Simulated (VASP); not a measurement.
# MgO2 (R-3m) in VASP: notebook

The runs below take MgO2 through single point, with r2SCAN.

All numbers are computed with VASP 6.6.1; they aren't measurements. Logs are shortened: lines on timing, memory, paths and dates and some standing lists are left out, and cuts for length are marked.

## 1. The cell of the first run

It takes space group R-3m (No. 166, trigonal). Conventional cell: a = 3.258 Å, b = 3.258 Å, c = 10.325 Å, α = 90.00°, β = 90.00°, γ = 120.00°. Mg (site symmetry -3m) has 6 O at 2.12 Å within 2.8 Å. O (site symmetry 3m) has 1 O at 1.47 Å within 2.0 Å.

## 2. Single point, r2SCAN (strain +0.015 along x and y, -0.015 along z)

File POSCAR:

```
MgO2
1.0
    1.6288324313      0.9404068427      3.4415691918
   -1.6288324313      0.9404068427      3.4415691918
    0.0000000000     -1.8808136853      3.4415691918
Mg O
1 2
Direct
    0.0000000000      0.0000000000      0.0000000000
    0.4287860000      0.4287860000      0.4287860000
    0.5712140000      0.5712140000      0.5712140000
```

File INCAR.step1:

```
PREC = Accurate
ENCUT = 520
ISMEAR = 0
SIGMA = 0.05
LREAL = False
LASPH = True
NELM = 60
NBANDS = 14
GGA = PE
ALGO = Normal
EDIFF = 1E-4
LWAVE = True
LCHARG = False
```

File INCAR.step2:

```
PREC = Accurate
ENCUT = 520
EDIFF = 1E-6
ISMEAR = 0
SIGMA = 0.05
LREAL = False
LASPH = True
NELM = 60
ALGO = Normal
ISIF = 2
LWAVE = False
LCHARG = False
METAGGA = R2SCAN
LMIXTAU = True
NBANDS = 14
ISTART = 1
```

File KPOINTS:

```
regular mesh
0
Gamma
  12 12 12
```

Potentials or basis: VASP PAW PBE potentials, release 64 (Mg, O).

Command:

```console
cat potpaw_PBE.64/Mg/POTCAR potpaw_PBE.64/O/POTCAR > POTCAR
cp INCAR.step1 INCAR
mpirun -np 1 vasp_std > vasp.out
cp INCAR.step2 INCAR
mpirun -np 1 vasp_std > vasp.out
```

OUTCAR:

```text
PREC = Accurate
   ENCUT = 520
   EDIFF = 1E-6
   ISMEAR = 0
   LREAL = False
   LASPH = True
   NELM = 60
   ISIF = 2
   METAGGA = R2SCAN
   ISTART = 1

 ion  position               nearest neighbor table
   1  0.000  0.000  0.000-   3 2.12   3 2.12   2 2.12   2 2.12   3 2.12   2 2.12
   2  0.429  0.429  0.429-   3 1.47   1 2.12   1 2.12   1 2.12
   3  0.571  0.571  0.571-   2 1.47   1 2.12   1 2.12   1 2.12

  LATTYP: Found a trigonal (rhomboedric) cell.
 ALAT       =     3.9219712672
 COS(alpha) =     0.6550358244

  Lattice vectors:

 A1 = (   1.6288324313,   0.9404068427,   3.4415691918)
 A2 = (  -1.6288324313,   0.9404068427,   3.4415691918)
 A3 = (   0.0000000000,  -1.8808136853,   3.4415691918)

Analysis of symmetry for initial positions (statically):
=====================================================================
 Subroutine PRICEL returns:
 Original cell was already a primitive cell.

 Routine SETGRP: Setting up the symmetry group for a
 trigonal (rhombohedral) supercell.

 Subroutine GETGRP returns: Found 12 space group operations
 (whereof 12 operations were pure point group operations)
 out of a pool of 12 trial point group operations.

The static configuration has the point symmetry D_3d.

Analysis of symmetry for dynamics (positions and initial velocities):
=====================================================================
 Subroutine PRICEL returns:
 Original cell was already a primitive cell.

 Routine SETGRP: Setting up the symmetry group for a
 trigonal (rhombohedral) supercell.

 Subroutine GETGRP returns: Found 12 space group operations
 (whereof 12 operations were pure point group operations)
 out of a pool of 12 trial point group operations.

The dynamic configuration has the point symmetry D_3d.

 Subroutine INISYM returns: Found 12 space group operations
 (whereof 12 operations are pure point group operations),
 and found     1 'primitive' translations

----------------------------------------------------------------------------------------

                                     Primitive cell

  volume of cell :      31.6301

  direct lattice vectors                    reciprocal lattice vectors
     1.628832431  0.940406843  3.441569192     0.306968348  0.177228258  0.096855043
    -1.628832431  0.940406843  3.441569192    -0.306968348  0.177228258  0.096855043
     0.000000000 -1.880813685  3.441569192     0.000000000 -0.354456516  0.096855043

  length of vectors
     3.921971267  3.921971267  3.921971267     0.367451114  0.367451114  0.367451114

  position of ions in fractional coordinates (direct lattice)
     0.000000000  0.000000000  0.000000000
     0.428786000  0.428786000  0.428786000
     0.571214000  0.571214000  0.571214000

  ion indices of the primitive-cell ions
   primitive index   ion index
                 1           1
                 2           2
                 3           3

----------------------------------------------------------------------------------------

 KPOINTS: regular mesh

Automatic generation of k-mesh.
 Grid dimensions read from file:
 generate k-points for:   12   12   12

 Generating k-lattice:

  Cartesian coordinates                     Fractional coordinates (reciprocal lattice)
     0.025580696  0.014769022  0.008071254     0.083333333  0.000000000  0.000000000
    -0.025580696  0.014769022  0.008071254     0.000000000  0.083333333  0.000000000
     0.000000000 -0.029538043  0.008071254     0.000000000  0.000000000  0.083333333

  Length of vectors
     0.030620926  0.030620926  0.030620926

  Shift w.r.t. Gamma in fractional coordinates (k-lattice)
     0.000000000  0.000000000  0.000000000

 Subroutine IBZKPT returns following result:
 ===========================================

 Found    189 irreducible k-points:

 Following reciprocal coordinates:
            Coordinates               Weight
  0.000000  0.000000  0.000000      1.000000
  0.083333  0.000000 -0.000000      6.000000
  0.166667  0.000000  0.000000      6.000000
  0.250000  0.000000  0.000000      6.000000
  0.333333  0.000000  0.000000      6.000000
  0.416667  0.000000  0.000000      6.000000
[... 16 lines left out ...]
  0.500000  0.166667  0.000000     12.000000
 -0.416667  0.166667 -0.000000     12.000000
 [... further k-points ...]
   k-points           NKPTS =    189   k-points in BZ     NKDIM =    189   number of bands    NBANDS=     14
   number of dos      NEDOS =    301   number of ions     NIONS =      3
   total plane-waves  NPLWV =  27000
   dimension x,y,z NGX =    30 NGY =   30 NGZ =   30
   dimension x,y,z NGXF=    60 NGYF=   60 NGZF=   60
   ions per type =               1   2
   NGX,Y,Z   is equivalent  to a cutoff of  12.72, 12.72, 12.72 a.u.
   NGXF,Y,Z  is equivalent  to a cutoff of  25.43, 25.43, 25.43 a.u.
 SYSTEM =  unknown system
   PREC   = accura    normal or accurate (medium, high low for compatibility)
   ISTART =      1    job   : 0-new  1-cont  2-samecut
   ICHARG =      0    charge: 1-file 2-atom 10-const
   ISPIN  =      1    spin polarized calculation?
   LNONCOLLINEAR =      F non collinear calculations
   LSORBIT =      F    spin-orbit coupling
   LASPH  =      T    aspherical Exc in radial PAW
   ENCUT  =  520.0 eV  38.22 Ry    6.18 a.u.   7.29  7.29  7.29*2*pi/ulx,y,z
   NELM   =     60;   NELMIN=  2; NELMDL=  0     # of ELM steps
   EDIFF  = 0.1E-05   stopping-criterion for ELM
   LREAL  =      F    real-space projection
   EDIFFG = 0.1E-04   stopping-criterion for IOM
   NSW    =      0    number of steps for IOM
   IBRION =     -1    ionic relax: 0-MD 1-quasi-New 2-CG
   NFREE  =      0    steps in history (QN), initial steepest desc. (CG)
   ISIF   =      2    stress and relaxation
   ISYM   =      2    0-nonsym 1-usesym 2-fastsym
   POTIM  = 0.5000    time-step for ionic-motion
   TEBEG  =    0.0;   TEEND  =   0.0 temperature during run
   PSTRESS=    0.0 pullay stress
   NELECT =      14.0000    total number of electrons
   NUPDOWN=      -1.0000    fix difference up-down
   EMIN   =  10.00;   EMAX   =-10.00  energy-range for DOS
   EFERMI =   0.00;   METHOD = LEGACY
   ISMEAR =     0;   SIGMA  =   0.05  broadening in eV -4-tet -1-fermi 0-gaus
   EFERMI_NEDOS =   21; number of points for ismear=-14 and -15
   IALGO  =     38    algorithm
   IMIX   =      4    mixing-type and parameters
     AMIX     =   0.40;   BMIX     =  1.00
     AMIX_MAG =   1.60;   BMIX_MAG =  1.00
  volume/ion in A,a.u.               =      10.54        71.15
  Fermi-wavevector in a.u.,A,eV,Ry     =   1.247625  2.357670 21.178408  1.556569
  Thomas-Fermi vector in A             =   2.381749
   LORBIT       =      0    0 simple, 1 ext, 2 COOP (PROOUT), +10 PAW based schemes
   METAGGA = R2SCAN    functional components
   LHFCALC =     F    Hartree Fock is set to
   AEXX    =    0.0000 exact exchange contribution
   IVDW    =     0    specifies the selected vdW correction
   LEPSILON=     F    determine dielectric tensor
   LRPA    =     F    only Hartree local field effects (RPA)
 non-spin polarized calculation
 Gauss-broadening in eV      SIGMA  =   0.05
  energy-cutoff  :      520.00
  volume of cell :       31.63
 maximum number of plane-waves:       866
 NGX is ok and might be reduce to    30
   NGX = 15   NGY = 15   NGZ = 15

 number of electron      14.0000000 magnetization

 Free energy of the ion-electron system (eV)
  ---------------------------------------------------
  ext. energy  EPLUGINS =         0.00000000
  ---------------------------------------------------
  free energy    TOTEN  =       -21.51011838 eV

  energy without entropy =      -21.51011838  energy(sigma->0) =      -21.51011838

 E-fermi :   2.4672     XC(G=0): -10.6585

 val. band max:        2.2708389035   @ k =   0.5000   0.5000   0.5000
 cond. band min:       5.5419409344   @ k =   0.5000   0.5000   0.5000
 fundamental gap:      3.2711020309
 Fermi energy:         2.4672389750

 k-point     1 :       0.0000    0.0000    0.0000
  band No.  band energies     occupation
      1     -20.2587      2.00000
      2     -13.0320      2.00000
      3      -5.3394      2.00000
      4      -1.3841      2.00000
      5      -1.3841      2.00000
      6       1.4221      2.00000
      7       1.4221      2.00000
      8       7.1792      0.00000
      9       8.1182      0.00000
     10      15.4622      0.00000
     11      17.5778      0.00000
     12      17.6092      0.00000
     13      17.6092      0.00000
     14      19.5209      0.00000

 k-point     2 :       0.0833    0.0000   -0.0000
  band No.  band energies     occupation
      1     -20.2309      2.00000
      2     -13.0538      2.00000
      3      -5.2931      2.00000
      4      -1.5646      2.00000
      5      -1.4051      2.00000
      6       1.3876      2.00000
      7       1.3910      2.00000
      8       7.3970      0.00000
      9       8.1595      0.00000
     10      15.4829      0.00000
     11      16.8430      0.00000
     12      17.6948      0.00000
     13      17.7965      0.00000
     14      19.2203      0.00000

 k-point     3 :       0.1667    0.0000    0.0000
  band No.  band energies     occupation
      1     -20.1534      2.00000
      2     -13.1130      2.00000
      3      -5.1652      2.00000
      4      -2.0294      2.00000
      5      -1.4615      2.00000
      6       1.3069      2.00000
      7       1.3114      2.00000
      8       7.7742      0.00000
      9       8.4483      0.00000
     10      15.5206      0.00000
     11      15.6326      0.00000
     12      17.9755      0.00000
     13      18.3458      0.00000
     14      18.5515      0.00000
[... 324 lines left out ...]
 k-point    23 :       0.5000    0.1667    0.0000
  band No.  band energies     occupation
      1     -19.7885      2.00000
      2     -13.4660      2.00000
      3      -4.2312      2.00000
      4      -3.6595      2.00000
      5      -1.9993      2.00000
      6       0.7725      2.00000
      7       1.4180      2.00000
      8       7.3249      0.00000
      9      11.9186      0.00000
     10      12.7470      0.00000
     11      15.4451      0.00000
     12      17.6627      0.00000
     13      18.2782      0.00000
     14      20.0817      0.00000

 k-point    24 :      -0.4167    0.1667   -0.0000
  band No.  band energies     occupation
      1     -19.7806      2.00000
      2     -13.4149      2.00000
      3      -4.4244      2.00000
      4      -3.5608      2.00000
      5      -2.0497      2.00000
      6       0.8268      2.00000
      7       1.2226      2.00000
      8       7.4209      0.00000
      9      11.9875      0.00000
     10      12.9284      0.00000
     11      15.7171      0.00000
     12      17.6445      0.00000
     13      18.0891      0.00000
     14      20.0304      0.00000

 [... further k-points ...]

------------------------ aborting loop because EDIFF is reached ----------------------------------------

  FORCE on cell =-STRESS in cart. coord.  units (eV):
  Direction    XX          YY          ZZ          XY          YZ          ZX
  --------------------------------------------------------------------------------------
  -------------------------------------------------------------------------------------
  Total       -1.9124660     -1.9124660      0.4040621      0.0000000      0.0000000      0.0000000
  in kB      -96.8733577    -96.8733577     20.4672135      0.0000000      0.0000000      0.0000000
  external PRESSURE =     -57.7598340 kB  Pullay stress =       0.0000000 kB

 VOLUME and BASIS-vectors are now :
 -----------------------------------------------------------------------------
  energy-cutoff  :      520.00
  volume of cell :       31.63
      direct lattice vectors                 reciprocal lattice vectors
     1.628832431  0.940406843  3.441569192     0.306968348  0.177228258  0.096855043
    -1.628832431  0.940406843  3.441569192    -0.306968348  0.177228258  0.096855043
     0.000000000 -1.880813685  3.441569192     0.000000000 -0.354456516  0.096855043

 POSITION                                       TOTAL-FORCE (eV/Angst)
 -----------------------------------------------------------------------------------
      0.00000      0.00000      0.00000         0.000000     -0.000000      0.000000
      0.00000      0.00000      4.42709        -0.000000     -0.000000     -0.691002
      0.00000      0.00000      5.89762        -0.000000      0.000000      0.691002
 -----------------------------------------------------------------------------------
    total drift:                                0.000000     -0.000000      0.000000

  FREE ENERGIE OF THE ION-ELECTRON SYSTEM (eV)
  ---------------------------------------------------
  free  energy   TOTEN  =       -21.5101183783 eV

  energy  without entropy=      -21.5101183783  energy(sigma->0) =      -21.51011838
```

Run time: 5.7 min. Hardware: 1 thread of Intel Xeon Platinum 8259CL at 2.50GHz (Skylake/Cascade Lake), shared host; peak memory 0.23 GiB.

Results:

| Property | Result |
| --- | --- |
| Free energy | -21.5101 eV |
| Pressure | -5.8 GPa |
| Largest force | 0.691 eV/Å |
| Band gap on the k mesh | 3.27 eV |

Forces in eV/Å, atoms in the order of the input:
```
Mg   0.000  0.000  0.000
O    0.000  0.000 -0.691
O    0.000  0.000  0.691
```

Caveat: the cell differs from its parent crystal (strain +0.015 along x and y, -0.015 along z); the cell stands under tension; the PAW data sets were made with another functional, which shifts forces and pressure a little.

## 3. Single point, r2SCAN (strain +0.000 along x and y, +0.030 along z)

File POSCAR:

```
MgO2
1.0
    1.6047610160      0.9265092046      3.5987982411
   -1.6047610160      0.9265092046      3.5987982411
    0.0000000000     -1.8530184092      3.5987982411
Mg O
1 2
Direct
    0.0000000000      0.0000000000      0.0000000000
    0.4287860000      0.4287860000      0.4287860000
    0.5712140000      0.5712140000      0.5712140000
```

File INCAR.step1:

```
SYSTEM = MgO2
ALGO = Normal ; EDIFF = 1E-4
ENCUT = 520 ; GGA = PE
ISMEAR = 0 ; LASPH = .TRUE.
LCHARG = .FALSE. ; LREAL = .FALSE.
LWAVE = .TRUE. ; NBANDS = 14
NELM = 60 ; PREC = Accurate
SIGMA = 0.05
```

File INCAR.step2:

```
SYSTEM = MgO2
ALGO = Normal ; EDIFF = 1E-7
ENCUT = 520 ; ISIF = 2
ISMEAR = 0 ; ISTART = 1
LASPH = .TRUE. ; LCHARG = .TRUE.
LELF = .TRUE. ; LMIXTAU = .TRUE.
LREAL = .FALSE. ; LVHAR = .TRUE.
LWAVE = .FALSE. ; METAGGA = R2SCAN
NBANDS = 14 ; NELM = 60
PREC = Accurate ; SIGMA = 0.05
```

File KPOINTS:

```
k-points
0
G
  12 12 12
  0 0 0
```

Potentials or basis: VASP PAW PBE potentials, release 64 (Mg, O).

Command:

```console
cat potpaw_PBE.64/Mg/POTCAR potpaw_PBE.64/O/POTCAR > POTCAR
cp INCAR.step1 INCAR
mpirun -np 1 vasp_std > vasp.out
cp INCAR.step2 INCAR
mpirun -np 1 vasp_std > vasp.out
```

It took 6.3 min on 1 thread of Intel Xeon Platinum 8259CL at 2.50GHz (Skylake/Cascade Lake), shared host; peak memory 0.23 GiB.

The run converged. Its results:

```
Free energy            : -21.4779 eV
Pressure               : -10.6 GPa
Largest force          : 0.652 eV/Å
Band gap on the k mesh : 2.32 eV
```

Forces in eV/Å, atoms in the order of the input:
```
Mg   0.000  0.000  0.000
O    0.000  0.000  0.652
O    0.000  0.000 -0.652
```

Stress tensor (GPa, compression positive):
```
 -6.20   0.00   0.00
  0.00  -6.20   0.00
  0.00   0.00 -19.52
```

Levels at points of the mesh, in eV from the valence-band top:
| k point | band 3 | band 4 | band 5 | band 6 | band 7 | band 8 | band 9 | band 10 | band 11 | band 12 |
| --- | --- | --- | --- | --- | --- | --- | --- | --- | --- | --- |
| (0.00, 0.00, 0.00) | -7.16 | -3.02 | -3.02 | -0.74 | -0.74 | 5.08 | 5.48 | 12.71 | 14.71 | 16.10 |
| (0.50, 0.00, 0.00) | -6.20 | -5.70 | -3.36 | -1.18 | -1.17 | 4.34 | 9.59 | 11.31 | 13.52 | 14.90 |
| (0.50, 0.50, 0.00) | -5.60 | -5.07 | -4.00 | -2.10 | -0.16 | 3.62 | 8.97 | 12.10 | 13.18 | 13.53 |
| (0.50, 0.50, 0.50) | -4.60 | -3.51 | -3.51 | 0.00 | 0.00 | 2.32 | 6.07 | 10.10 | 15.48 | 15.48 |

Caveat: the cell differs from its parent crystal (strain +0.000 along x and y, +0.030 along z); the cell stands under tension; the PAW data sets were made with another functional, which shifts forces and pressure a little.

(Continued in part 2 of 2.)
